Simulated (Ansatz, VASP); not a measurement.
**Ta: VASP beside Ansatz**

INCAR

```
PREC = Accurate
ENCUT = 500
EDIFF = 1E-6
ISMEAR = 0
SIGMA = 0.0883
LREAL = False
LASPH = True
NELM = 120
ALGO = Normal
ISIF = 2
LWAVE = False
LCHARG = True
GGA = PE
LELF = True
LVHAR = True
NBANDS = 12
GGA_COMPAT = False
```

File KPOINTS:

```
Automatic mesh
0
Gamma
  14 14 14
```

Contents of POSCAR:

```
Ta
1.0
   -1.6625390000      1.6625390000      1.6625390000
    1.6625390000     -1.6625390000      1.6625390000
    1.6625390000      1.6625390000     -1.6625390000
Ta
1
Direct
    0.0000000000      0.0000000000      0.0000000000
```

Input for Ansatz:

```yaml
crystal:
  lattice:
    - [-1.662539, 1.662539, 1.662539]
    - [1.662539, -1.662539, 1.662539]
    - [1.662539, 1.662539, -1.662539]
  atoms:
    - { symbol: Ta, position: [0.0, 0.0, 0.0] }
  symmetry: { tolerance: 0.0003 }
kpoints:
  mp_grid: { grid: [14, 14, 14], shift: [0, 0, 0] }
  band_path:
    path:
      - [0.0, 0.0, 0.0]
      - [0.5, -0.5, 0.5]
      - [0.0, 0.0, 0.5]
      - [0.0, 0.0, 0.0]
      - [0.25, 0.25, 0.25]
      - [0.5, -0.5, 0.5]
      - [0.25, 0.25, 0.25]
      - [0.0, 0.0, 0.5]
    npoints: 8
magnetization:
  spin_polarized: false
scf:
  occupations: { method: gaussian, width: 0.0883 }
  lower_state_search: "off"
  max_iter: 200
hamiltonian:
  pseudopotentials: { kind: paw }
  xc: pbe
basis:
  ecutwfc: 420
  fft_grid_basis: typed
output:
  forces: true
  stress: true
  eigenvalues: true
  bader: true
  populations: true
  elf: true
  write_potential: true
  volumetric_format: npy
  dos:
    e_range: [-12, 8]
    de: 0.05
    projected: { site_lists: { Ta: [Ta] } }
checkpoint:
  read: saved_state
```

Alike in both runs: task single point; functional PBE; k mesh 14 × 14 × 14; occupations gaussian, width 0.0883 eV; no spin polarisation.

```csv
,VASP,Ansatz
version,VASP 6.6.1,Ansatz 0.2.0
potentials or method,"VASP PAW PBE potentials, release 64 (Ta_pv), cutoff 500 eV",PAW plane waves
valence electrons in the cell,11,13
```

|  | VASP | Ansatz | Ansatz less VASP |
| --- | --- | --- | --- |
| pressure (GPa) | -1.1 | -1.1 | -0.09 |

VASP's potentials hold 11 valence electrons a cell and Ansatz's 13, so a difference there can come from the potentials and not from the codes.

Neither program's run includes spin-orbit coupling.
